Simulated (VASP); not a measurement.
# Bi2Te2O3 (P6/mmm) in VASP: notebook

The runs below take Bi2Te2O3 through relaxation of cell and atoms, with PBE.

Program: VASP 6.6.1. These are calculated values, not measurements. Logs are shortened: lines on timing, memory, paths and dates and some standing lists are left out, and cuts for length are marked.

## 1. The cell of the first run

Symmetry: P6/mmm, No. 191, hexagonal system. Conventional cell: a = 5.707 Å, b = 5.707 Å, c = 6.750 Å, α = 90.00°, β = 90.00°, γ = 120.00°. Within 3.9 Å of Bi (site symmetry 6mm) lie 2 Bi at 2.86 to 3.89 Å and 6 O at 3.19 Å and 6 Te at 3.83 Å. Te (site symmetry -6m2) has 3 Te at 3.29 Å and 6 O at 3.76 Å and 6 Bi at 3.83 Å within 4.3 Å. Within 3.8 Å of O (site symmetry mmm) lie 4 O at 2.85 Å and 4 Bi at 3.19 Å and 4 Te at 3.76 Å.

The cell was built from a structure type or drawn by symmetry, and may not be a known phase.

## 2. Relaxation of cell and atoms, PBE

The input, INCAR:

```
SYSTEM = Bi2Te2O3
ALGO = Normal
EDIFF = 1E-7
EDIFFG = -0.08
ENCUT = 600
GGA = PE
IBRION = 2
ISIF = 3
ISMEAR = 0
LASPH = .True.
LCHARG = .False.
LREAL = .False.
LWAVE = .False.
NELM = 80
NSW = 36
PREC = Accurate
SIGMA = 0.15
```

The input, KPOINTS:

```
k-points
0
Gamma
  3 3 2
  0 0 0
```

The input, POSCAR:

```
Bi2Te2O3
1.0
    5.7070853600      0.0000000000      0.0000000000
   -2.8535426800      4.9424809000      0.0000000000
    0.0000000000      0.0000000000      6.7495001800
Bi Te O
2 2 3
Direct
    0.0000000000      0.0000000000      0.2883879500
    0.0000000000      0.0000000000      0.7116120500
    0.3333333300      0.6666666700      0.0000000000
    0.6666666700      0.3333333300      0.0000000000
    0.5000000000      0.0000000000      0.5000000000
    0.0000000000      0.5000000000      0.5000000000
    0.5000000000      0.5000000000      0.5000000000
```

Potentials or basis: VASP PAW PBE potentials, release 64 (Bi_d, Te, O).

Launch:

```bash
> cat potpaw_PBE.64/Bi_d/POTCAR potpaw_PBE.64/Te/POTCAR potpaw_PBE.64/O/POTCAR > POTCAR
> mpirun -np 1 vasp_std > vasp.out
```

OUTCAR:

```text
SYSTEM = Bi2Te2O3
   EDIFF = 1E-7
   EDIFFG = -0.08
   ENCUT = 600
   GGA = PE
   IBRION = 2
   ISIF = 3
   ISMEAR = 0
   LASPH = .True.
   LREAL = .False.
   NELM = 80
   NSW = 36
   PREC = Accurate

 ion  position               nearest neighbor table
   1  0.000  0.000  0.288-   2 2.86   2 3.89
   2  0.000  0.000  0.712-   1 2.86   1 3.89
   3  0.333  0.667  0.000-   4 3.29   4 3.29   4 3.29
   4  0.667  0.333  0.000-   3 3.29   3 3.29   3 3.29
   5  0.500  0.000  0.500-
   6  0.000  0.500  0.500-
   7  0.500  0.500  0.500-

  LATTYP: Found a hexagonal cell.
 ALAT       =     5.7070853600
 C/A-ratio  =     1.1826527473

  Lattice vectors:

 A1 = (   5.7070853600,   0.0000000000,   0.0000000000)
 A2 = (  -2.8535426800,   4.9424809000,   0.0000000000)
 A3 = (   0.0000000000,   0.0000000000,   6.7495001800)

Analysis of symmetry for initial positions (statically):
=====================================================================
 Subroutine PRICEL returns:
 Original cell was already a primitive cell.

 Routine SETGRP: Setting up the symmetry group for a
 hexagonal supercell.

 Subroutine GETGRP returns: Found 24 space group operations
 (whereof 24 operations were pure point group operations)
 out of a pool of 24 trial point group operations.

The static configuration has the point symmetry D_6h.

Analysis of symmetry for dynamics (positions and initial velocities):
=====================================================================
 Subroutine PRICEL returns:
 Original cell was already a primitive cell.

 Routine SETGRP: Setting up the symmetry group for a
 hexagonal supercell.

 Subroutine GETGRP returns: Found 24 space group operations
 (whereof 24 operations were pure point group operations)
 out of a pool of 24 trial point group operations.

The dynamic configuration has the point symmetry D_6h.

 Subroutine INISYM returns: Found 24 space group operations
 (whereof 24 operations are pure point group operations),
 and found     1 'primitive' translations

----------------------------------------------------------------------------------------

                                     Primitive cell

  volume of cell :     190.3842

  direct lattice vectors                    reciprocal lattice vectors
     5.707085360  0.000000000  0.000000000     0.175220789  0.101163770  0.000000000
    -2.853542680  4.942480900  0.000000000     0.000000000  0.202327540  0.000000000
     0.000000000  0.000000000  6.749500180     0.000000000  0.000000000  0.148159119

  length of vectors
     5.707085360  5.707085357  6.749500180     0.202327539  0.202327540  0.148159119

  position of ions in fractional coordinates (direct lattice)
     0.000000000  0.000000000  0.288387950
     0.000000000  0.000000000  0.711612050
     0.333333330  0.666666670  0.000000000
     0.666666670  0.333333330  0.000000000
     0.500000000  0.000000000  0.500000000
     0.000000000  0.500000000  0.500000000
     0.500000000  0.500000000  0.500000000

  ion indices of the primitive-cell ions
   primitive index   ion index
                 1           1
                 2           2
                 3           3
                 4           4
                 5           5
                 6           6
                 7           7

----------------------------------------------------------------------------------------

 KPOINTS: k-points

Automatic generation of k-mesh.
 Grid dimensions read from file:
 generate k-points for:    3    3    2

 Generating k-lattice:

  Cartesian coordinates                     Fractional coordinates (reciprocal lattice)
     0.058406930  0.033721257  0.000000000     0.333333333  0.000000000  0.000000000
     0.000000000  0.067442513  0.000000000     0.000000000  0.333333333  0.000000000
     0.000000000  0.000000000  0.074079559     0.000000000  0.000000000  0.500000000

  Length of vectors
     0.067442513  0.067442513  0.074079559

  Shift w.r.t. Gamma in fractional coordinates (k-lattice)
     0.000000000  0.000000000  0.000000000

 Subroutine IBZKPT returns following result:
 ===========================================

 Found      6 irreducible k-points:

 Following reciprocal coordinates:
            Coordinates               Weight
  0.000000  0.000000  0.000000      1.000000
  0.333333  0.000000  0.000000      6.000000
  0.333333  0.333333  0.000000      2.000000
  0.000000  0.000000  0.500000      1.000000
  0.333333  0.000000  0.500000      6.000000
  0.333333  0.333333  0.500000      2.000000
   k-points           NKPTS =      6   k-points in BZ     NKDIM =      6   number of bands    NBANDS=     36
   number of dos      NEDOS =    301   number of ions     NIONS =      7
   total plane-waves  NPLWV = 124416
   dimension x,y,z NGX =    48 NGY =   48 NGZ =   54
   dimension x,y,z NGXF=    96 NGYF=   96 NGZF=  108
   ions per type =               2   2   3
   NGX,Y,Z   is equivalent  to a cutoff of  13.98, 13.98, 13.30 a.u.
   NGXF,Y,Z  is equivalent  to a cutoff of  27.96, 27.96, 26.60 a.u.
 SYSTEM =  Bi2Te2O3
   PREC   = accura    normal or accurate (medium, high low for compatibility)
   ISTART =      0    job   : 0-new  1-cont  2-samecut
   ICHARG =      2    charge: 1-file 2-atom 10-const
   ISPIN  =      1    spin polarized calculation?
   LNONCOLLINEAR =      F non collinear calculations
   LSORBIT =      F    spin-orbit coupling
   LASPH  =      T    aspherical Exc in radial PAW
   ENCUT  =  600.0 eV  44.10 Ry    6.64 a.u.  11.40 11.40 13.48*2*pi/ulx,y,z
   NELM   =     80;   NELMIN=  2; NELMDL= -5     # of ELM steps
   EDIFF  = 0.1E-06   stopping-criterion for ELM
   LREAL  =      F    real-space projection
   EDIFFG = -.8E-01   stopping-criterion for IOM
   NSW    =     36    number of steps for IOM
   IBRION =      2    ionic relax: 0-MD 1-quasi-New 2-CG
   NFREE  =      1    steps in history (QN), initial steepest desc. (CG)
   ISIF   =      3    stress and relaxation
   ISYM   =      2    0-nonsym 1-usesym 2-fastsym
   POTIM  = 0.5000    time-step for ionic-motion
   TEBEG  =    0.0;   TEEND  =   0.0 temperature during run
   PSTRESS=    0.0 pullay stress
   NELECT =      60.0000    total number of electrons
   NUPDOWN=      -1.0000    fix difference up-down
   EMIN   =  10.00;   EMAX   =-10.00  energy-range for DOS
   EFERMI =   0.00;   METHOD = LEGACY
   ISMEAR =     0;   SIGMA  =   0.15  broadening in eV -4-tet -1-fermi 0-gaus
   EFERMI_NEDOS =   21; number of points for ismear=-14 and -15
   IALGO  =     38    algorithm
   IMIX   =      4    mixing-type and parameters
     AMIX     =   0.40;   BMIX     =  1.00
     AMIX_MAG =   1.60;   BMIX_MAG =  1.00
  volume/ion in A,a.u.               =      27.20       183.54
  Fermi-wavevector in a.u.,A,eV,Ry     =   1.114076  2.105299 16.887088  1.241166
  Thomas-Fermi vector in A             =   2.250668
   LORBIT       =      0    0 simple, 1 ext, 2 COOP (PROOUT), +10 PAW based schemes
   GGA     = PE    functional components
   LHFCALC =     F    Hartree Fock is set to
   AEXX    =    0.0000 exact exchange contribution
   IVDW    =     0    specifies the selected vdW correction
   LEPSILON=     F    determine dielectric tensor
   LRPA    =     F    only Hartree local field effects (RPA)
 conjugate gradient relaxation of ions
 non-spin polarized calculation
 Gauss-broadening in eV      SIGMA  =   0.15
  energy-cutoff  :      600.00
  volume of cell :      190.38
 maximum number of plane-waves:      6376
 NGX is ok and might be reduce to    48
   NGX = 23   NGY = 23   NGZ = 27

--------------------------------------- Ionic step        1  -------------------------------------------

 number of electron      60.0000010 magnetization

 Free energy of the ion-electron system (eV)
  ---------------------------------------------------
  ext. energy  EPLUGINS =         0.00000000
  ---------------------------------------------------
  free energy    TOTEN  =       -21.67431774 eV

  energy without entropy =      -21.52179295  energy(sigma->0) =      -21.59805535

 E-fermi :   3.3292     XC(G=0):  -9.0528

 val. band max:        3.2413831941   @ k =   0.3333   0.3333   0.5000
 cond. band min:       3.3370621774   @ k =   0.3333   0.3333   0.0000
 fundamental gap:      0.0956789833
 Fermi energy:         3.3292194365

 k-point     1 :       0.0000    0.0000    0.0000
  band No.  band energies     occupation
      1     -20.1547      2.00000
      2     -20.0690      2.00000
      3     -20.0690      2.00000
      4     -20.0517      2.00000
      5     -20.0517      2.00000
      6     -20.0116      2.00000
[... 339 lines left out ...]
  FREE ENERGIE OF THE ION-ELECTRON SYSTEM (eV)
  ---------------------------------------------------
  free  energy   TOTEN  =       -24.8391594270 eV

  energy  without entropy=      -24.7722140432  energy(sigma->0) =      -24.80568674

 E-fermi :   6.5779     XC(G=0): -10.1299

 val. band max:        6.4975987389   @ k =   0.0000   0.0000   0.5000
 cond. band min:       6.6552535331   @ k =   0.3333   0.3333   0.5000
 fundamental gap:      0.1576547942
 Fermi energy:         6.5778819051

 k-point     1 :       0.0000    0.0000    0.0000
  band No.  band energies     occupation
      1     -17.2046      2.00000
      2     -17.0292      2.00000
      3     -17.0292      2.00000
      4     -17.0277      2.00000
      5     -17.0277      2.00000
      6     -17.0023      2.00000
[... 223 lines left out ...]
     35       8.6425      0.00000
     36       9.0912      0.00000

[... ionic steps 4 to 8 ...]

--------------------------------------- Ionic step        9  -------------------------------------------

 number of electron      60.0000008 magnetization

------------------------ aborting loop because EDIFF is reached ----------------------------------------

  FORCE on cell =-STRESS in cart. coord.  units (eV):
  Direction    XX          YY          ZZ          XY          YZ          ZX
  --------------------------------------------------------------------------------------
  -------------------------------------------------------------------------------------
  Total        0.0099326      0.0099326      0.5703359      0.0000000     -0.0000000      0.0000000
  in kB        0.1015236      0.1015236      5.8295388      0.0000000     -0.0000000      0.0000000
  external PRESSURE =       2.0108620 kB  Pullay stress =       0.0000000 kB
[... 67 lines left out ...]
  energy  without entropy=      -25.3855782940  energy(sigma->0) =      -25.41131046

--------------------------------------- Ionic step       11  -------------------------------------------

 number of electron      60.0000017 magnetization

 Free energy of the ion-electron system (eV)
  ---------------------------------------------------
  ext. energy  EPLUGINS =         0.00000000
  ---------------------------------------------------
  free energy    TOTEN  =       -25.43699304 eV

  energy without entropy =      -25.38556639  energy(sigma->0) =      -25.41127972

 E-fermi :   5.7830     XC(G=0):  -9.8129

 val. band max:        5.7510543445   @ k =   0.3333   0.3333   0.5000
 cond. band min:       5.9002387854   @ k =   0.3333   0.3333   0.0000
 fundamental gap:      0.1491844409
 Fermi energy:         5.7830010198

 k-point     1 :       0.0000    0.0000    0.0000
  band No.  band energies     occupation
      1     -17.9134      2.00000
      2     -17.6667      2.00000
      3     -17.6667      2.00000
      4     -17.6440      2.00000
      5     -17.6440      2.00000
      6     -17.6065      2.00000
[... 257 lines left out ...]
  FREE ENERGIE OF THE ION-ELECTRON SYSTEM (eV)
  ---------------------------------------------------
  free  energy   TOTEN  =       -25.4369930403 eV

  energy  without entropy=      -25.3855663900  energy(sigma->0) =      -25.41127972

 reached required accuracy - stopping structural energy minimisation
```

It took 14 min on 1 thread of AMD EPYC 7R43 (Zen 3), shared host; peak memory 0.41 GiB.

Results:

| Property | Result |
| --- | --- |
| Free energy | -25.4370 eV |
| Relaxed volume | 22.32 Å³/atom |
| Relaxed cell | a = 4.828 Å, b = 4.828 Å, c = 7.741 Å, α = 90.00°, β = 90.00°, γ = 120.00° |
| Space group after relaxing (to 0.1 Å) | P6/mmm (No. 191) |
| Energy gained by relaxing | 537.5 meV/atom |
| Ionic steps | 11 |
| Pressure after relaxing | 0.2 GPa |
| Largest force after relaxing | 0.069 eV/Å |

Forces in eV/Å, atoms in the order of the input:
```
Bi   0.000  0.000 -0.069
Bi   0.000  0.000  0.069
Te   0.000  0.000  0.000
Te   0.000  0.000  0.000
O    0.000  0.000  0.000
O    0.000  0.000  0.000
O    0.000  0.000  0.000
```

Step by step:
```tsv
step	energy change (eV)	largest force (eV/Å)	pressure (GPa)	volume (Å³)
1	0.0000	0.6778	-9.77	190.38
2	-2.9773	0.4982	-2.65	147.69
3	-3.1648	0.4954	2.15	138.67
4	-3.3997	1.3244	1.83	141.55
5	-3.4623	1.8749	1.93	144.24
6	-3.6068	1.4528	1.10	147.75
7	-3.7363	0.6235	0.33	153.09
8	-3.6638	1.6008	0.11	163.93
9	-3.7625	0.1604	0.20	156.75
10	-3.7627	0.1139	0.20	156.50
11	-3.7627	0.0690	0.21	156.25
```

Final structure:
```cif
data_structure
_symmetry_space_group_name_H-M 'P 1'
_symmetry_Int_Tables_number 1
_cell_length_a 4.8276
_cell_length_b 4.8276
_cell_length_c 7.7414
_cell_angle_alpha 90.000
_cell_angle_beta 90.000
_cell_angle_gamma 120.000
_cell_volume 156.25
loop_
_atom_site_label
_atom_site_type_symbol
_atom_site_fract_x
_atom_site_fract_y
_atom_site_fract_z
_atom_site_occupancy
Bi1 Bi 0.00000 0.00000 0.32491 1
Bi2 Bi 0.00000 0.00000 0.67510 1
Te1 Te 0.33333 0.66667 0.00000 1
Te2 Te 0.66667 0.33333 0.00000 1
O1 O 0.50000 0.00000 0.50000 1
O2 O 0.00000 0.50000 0.50000 1
O3 O 0.50000 0.50000 0.50000 1
```

Caveat: the k points lie up to 0.50 Å⁻¹ apart in the final cell; the volume moved by over 15 % at a fixed basis, so the end points are rough; spin-orbit coupling is left out, which moves the levels of the heavy elements; the relaxation stopped at a loose force limit of 0.08 eV/Å, so its end isn't a converged minimum.

(Part 1 of 2 ends here.)
